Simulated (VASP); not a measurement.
# Sn (I4/mmm) in VASP: settings compared

The runs below take Sn through single point, with PBE, LDA, PBEsol.

Program: VASP 6.6.1. These are calculated values, not measurements. Logs are shortened: lines on timing, memory, paths and dates and some standing lists are left out, and cuts for length are marked.

## Step 1: The cell of the first run

It takes space group I4/mmm (No. 139, tetragonal). The conventional cell has a = 4.058 Å, b = 4.058 Å, c = 3.322 Å, α = 90.00°, β = 90.00°, γ = 90.00°. Sn (site symmetry 4/mmm) has 14 Sn at 3.32 to 4.06 Å within 4.4 Å.

## Step 2: Single point, PBE, non-collinear spin, zero start, spin-orbit coupling

Contents of INCAR:

```
  PREC = Accurate
  ENCUT = 520
  EDIFF = 1E-6
  ISMEAR = -1
  SIGMA = 0.05
  LREAL = False
  LASPH = True
  NELM = 150
  ALGO = Fast
  ISIF = 2
  LWAVE = False
  LCHARG = False
  LNONCOLLINEAR = True
  MAGMOM = 0 0 0
  LORBIT = 11
  LSORBIT = True
  GGA_COMPAT = False
  LORBMOM = True
  GGA = PE
  NBANDS = 25
```

Contents of KPOINTS:

```
regular mesh
0
Gamma
  7 7 7
```

Contents of POSCAR:

```
Sn
1.0
   -2.0291894110      2.0291894110      1.6607599896
    2.0291894110     -2.0291894110      1.6607599896
    2.0291894110      2.0291894110     -1.6607599896
Sn
1
Direct
    0.0000000000      0.0000000000      0.0000000000
```

Potentials or basis: VASP PAW PBE potentials, release 64 (Sn_d).

Command:

```console
cat potpaw_PBE.64/Sn_d/POTCAR > POTCAR
mpirun -np 1 vasp_ncl > vasp.out
```

OUTCAR:

```text
PREC = Accurate
   ENCUT = 520
   EDIFF = 1E-6
   ISMEAR = -1
   LREAL = False
   LASPH = True
   NELM = 150
   ISIF = 2
   LNONCOLLINEAR = True
   LORBIT = 11
   LSORBIT = True
   GGA = PE

 ion  position               nearest neighbor table
   1  0.000  0.000  0.000-

  LATTYP: Found a body centered tetragonal cell.
 ALAT       =     4.0583788220
 C/A-ratio  =     0.8184351745

  Lattice vectors:

 A1 = (  -2.0291894110,   2.0291894110,   1.6607599896)
 A2 = (   2.0291894110,  -2.0291894110,   1.6607599896)
 A3 = (   2.0291894110,   2.0291894110,  -1.6607599896)

Analysis of symmetry for initial positions (statically):
=====================================================================
 Subroutine PRICEL returns:
 Original cell was already a primitive cell.

 Routine SETGRP: Setting up the symmetry group for a
 body centered tetragonal supercell.

 Subroutine GETGRP returns: Found 16 space group operations
 (whereof 16 operations were pure point group operations)
 out of a pool of 16 trial point group operations.

The static configuration has the point symmetry D_4h.

Analysis of symmetry for dynamics (positions and initial velocities):
=====================================================================
 Subroutine PRICEL returns:
 Original cell was already a primitive cell.

 Routine SETGRP: Setting up the symmetry group for a
 body centered tetragonal supercell.

 Subroutine GETGRP returns: Found 16 space group operations
 (whereof 16 operations were pure point group operations)
 out of a pool of 16 trial point group operations.

The dynamic configuration has the point symmetry D_4h.

Analysis of structural, dynamic, and magnetic symmetry:
=====================================================================
 Subroutine PRICEL returns:
 Original cell was already a primitive cell.

 Routine SETGRP: Setting up the symmetry group for a
 body centered tetragonal supercell.

 Subroutine GETGRP returns: Found 16 space group operations
 (whereof 16 operations were pure point group operations)
 out of a pool of 16 trial point group operations.

The overall configuration has the point symmetry D_4h.

 Subroutine INISYM returns: Found 16 space group operations
 (whereof 16 operations are pure point group operations),
 and found     1 'primitive' translations

----------------------------------------------------------------------------------------

                                     Primitive cell

  volume of cell :      27.3534
[... 149 lines left out ...]
      2     -14.0914      1.00000
      3     -14.0821      1.00000
      4     -14.0821      1.00000
      5     -13.0906      1.00000
      6     -13.0906      1.00000
[... 661 lines left out ...]
     24      20.5530      0.00000
     25      20.7716      0.00000

 [... further k-points ...]

------------------------ aborting loop because EDIFF is reached ----------------------------------------

  FORCE on cell =-STRESS in cart. coord.  units (eV):
  Direction    XX          YY          ZZ          XY          YZ          ZX
  --------------------------------------------------------------------------------------
  -------------------------------------------------------------------------------------
  Total        0.1552891      0.1552891      0.4946889      0.0000000      0.0000000      0.0000000
  in kB        9.0957686      9.0957686     28.9754871      0.0000000      0.0000000      0.0000000
  external PRESSURE =      15.7223414 kB  Pullay stress =       0.0000000 kB

 VOLUME and BASIS-vectors are now :
 -----------------------------------------------------------------------------
  energy-cutoff  :      520.00
  volume of cell :       27.35
      direct lattice vectors                 reciprocal lattice vectors
    -2.029189411  2.029189411  1.660759990     0.000000000  0.246403809  0.301066983
     2.029189411 -2.029189411  1.660759990     0.246403809  0.000000000  0.301066983
     2.029189411  2.029189411 -1.660759990     0.246403809  0.246403809  0.000000000

 POSITION                                       TOTAL-FORCE (eV/Angst)
 -----------------------------------------------------------------------------------
      0.00000      0.00000      0.00000         0.000000     -0.000000      0.000000
 -----------------------------------------------------------------------------------
    total drift:                               -0.000000     -0.000000     -0.000000

  FREE ENERGIE OF THE ION-ELECTRON SYSTEM (eV)
  ---------------------------------------------------
  free  energy   TOTEN  =        -3.8516650663 eV

  energy  without entropy=       -3.8473484467  energy(sigma->0) =       -3.84950676

 orbital moment (x)

 # of ion     p       d       tot
 ----------------------------------------
  1         0.000   0.000   0.000
 ----------------------------------------
            0.000   0.000   0.000

 orbital moment (y)

 # of ion     p       d       tot
 ----------------------------------------
  1         0.000   0.000   0.000
 ----------------------------------------
            0.000   0.000   0.000

 orbital moment (z)

 # of ion     p       d       tot
 ----------------------------------------
  1         0.000   0.000   0.000
 ----------------------------------------
            0.000   0.000   0.000

 Spin-Orbit-Coupling matrix elements

 Ion:    1  E_soc:     -0.1092400
 l=   1
     0.0000000    -0.0123027    -0.0115994
    -0.0123027     0.0000000    -0.0123027
    -0.0115994    -0.0123027     0.0000000
 l=   2
     0.0000000    -0.0012345     0.0000000    -0.0012345    -0.0049157
    -0.0012345     0.0000000    -0.0036754    -0.0012313    -0.0012242
     0.0000000    -0.0036754     0.0000000    -0.0036754     0.0000000
    -0.0012345    -0.0012313    -0.0036754     0.0000000    -0.0012242
    -0.0049157    -0.0012242     0.0000000    -0.0012242     0.0000000
 l=   3
     0.0000000     0.0000000     0.0000000     0.0000000     0.0000000     0.0000000     0.0000000
     0.0000000     0.0000000     0.0000000     0.0000000     0.0000000     0.0000000     0.0000000
     0.0000000     0.0000000     0.0000000     0.0000000     0.0000000     0.0000000     0.0000000
     0.0000000     0.0000000     0.0000000     0.0000000     0.0000000     0.0000000     0.0000000
     0.0000000     0.0000000     0.0000000     0.0000000     0.0000000     0.0000000     0.0000000
     0.0000000     0.0000000     0.0000000     0.0000000     0.0000000     0.0000000     0.0000000
     0.0000000     0.0000000     0.0000000     0.0000000     0.0000000     0.0000000     0.0000000

 total charge

# of ion       s       p       d       tot
------------------------------------------
    1        1.299   0.892   9.971  12.162

 magnetization (x)

# of ion       s       p       d       tot
------------------------------------------
    1        0.000   0.000  -0.000   0.000

 magnetization (y)

# of ion       s       p       d       tot
------------------------------------------
    1        0.000   0.000   0.000   0.000

 magnetization (z)

# of ion       s       p       d       tot
------------------------------------------
    1        0.000   0.000  -0.000  -0.000
```

OSZICAR:

```text
N       E                     dE             d eps       ncg     rms          rms(c)
DAV:   1     0.117410716396E+03    0.11741E+03   -0.67688E+03  2139   0.174E+03
DAV:   2     0.984751603288E+01   -0.10756E+03   -0.10376E+03  2056   0.423E+02
DAV:   3    -0.341743762789E+01   -0.13265E+02   -0.13140E+02  2334   0.124E+02
DAV:   4    -0.384662345966E+01   -0.42919E+00   -0.42885E+00  2356   0.241E+01
DAV:   5    -0.386242324208E+01   -0.15800E-01   -0.15799E-01  2985   0.437E+00    0.142E+00
RMM:   6    -0.385427775975E+01    0.81455E-02   -0.93298E-03  2507   0.133E+00    0.820E-01
RMM:   7    -0.385179706519E+01    0.24807E-02   -0.44950E-03  2506   0.827E-01    0.491E-01
RMM:   8    -0.385168011435E+01    0.11695E-03   -0.90654E-04  2666   0.294E-01    0.540E-02
RMM:   9    -0.385165115652E+01    0.28958E-04   -0.28217E-04  2736   0.289E-01    0.176E-02
RMM:  10    -0.385166469501E+01   -0.13538E-04   -0.11549E-04  3232   0.111E-01    0.160E-02
RMM:  11    -0.385166467681E+01    0.18201E-07   -0.13016E-05  2853   0.491E-02    0.330E-03
RMM:  12    -0.385166506635E+01   -0.38954E-06   -0.59341E-06  2649   0.242E-02
   1 F= -.38516651E+01 E0= -.38495068E+01  d E =-.431662E-02  mag=    -0.0000     0.0000     0.0000
```

Wall time 2.3 min (1 thread of Intel Xeon 8259CL, shared host); peak memory 0.26 GiB.

Results:

| Item | Value |
| --- | --- |
| Free energy | -3.8517 eV |
| Pressure | 1.6 GPa |
| Net moment | 0.00 μB per cell |
| Valence electrons inside the program's atomic spheres | Sn 12.16 |

Moments on the atoms (μB; x, y, z):
```
Sn  0.00 0.00 0.00
```

## Step 3: Single point, LDA, non-collinear spin, zero start, spin-orbit coupling

Contents of INCAR:

```
PREC = Accurate
ENCUT = 520
EDIFF = 1E-7
ISMEAR = -1
SIGMA = 0.05
LREAL = F
LASPH = T
NELM = 150
ALGO = Normal
ISIF = 2
LWAVE = F
LCHARG = F
MAGMOM = 0 0 0
LORBIT = 11
LSORBIT = T
GGA_COMPAT = F
LORBMOM = T
GGA = CA
NBANDS = 25
```

Contents of KPOINTS:

```
Automatic mesh
0
Gamma
  7 7 7
```

POSCAR is that of step 2.

Potentials or basis: VASP PAW LDA potentials, release 64 (Sn_d).

Command:

```console
cat potpaw_LDA.64/Sn_d/POTCAR > POTCAR
mpirun -np 1 vasp_ncl > vasp.out
```

Wall time 1.7 min (1 thread of Intel Xeon 8259CL, shared host); peak memory 0.22 GiB.

It converged, with:

- Free energy: -4.5074 eV
- Pressure: -2.6 GPa
- Net moment: 0.00 μB per cell
- Valence electrons inside the program's atomic spheres: Sn 12.18

Stress tensor (GPa, compression positive):
```
-3.01  0.00  0.00
 0.00 -3.01  0.00
 0.00  0.00 -1.66
```

Moments on the atoms (μB; x, y, z):
```
Sn  0.00 0.00 0.00
```

[end of part 1 of 2]
